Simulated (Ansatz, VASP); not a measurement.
InSb: VASP beside Ansatz

```
CELL_PARAMETERS angstrom
0.00000 3.36150 3.36150
3.36150 0.00000 3.36150
3.36150 3.36150 0.00000
ATOMIC_POSITIONS crystal
In 0.00000 0.00000 0.00000
Sb 0.25000 0.25000 0.25000
```

Change from the starting cell: hydrostatic strain +2.5%.

Alike in both runs: task single point; functional PBE; k mesh 6 × 6 × 6; occupations fermi-dirac, width 0.02 eV; no spin polarisation.

```csv
,VASP,Ansatz
version,VASP 6.6.1,Ansatz 0.2.0
potentials or method,"VASP PAW PBE potentials, release 64 (In_d, Sb)","plane waves, PAW"
plane-wave cutoff (eV),520,420
valence electrons in the cell,18,28
```

|  | VASP | Ansatz | Ansatz less VASP |
| --- | --- | --- | --- |
| pressure (GPa) | -1.3 | -1.3 | +0.02 |

VASP's potentials hold 18 valence electrons a cell and Ansatz's 28, so a difference there can come from the potentials and not from the codes.

Neither program's run includes spin-orbit coupling.
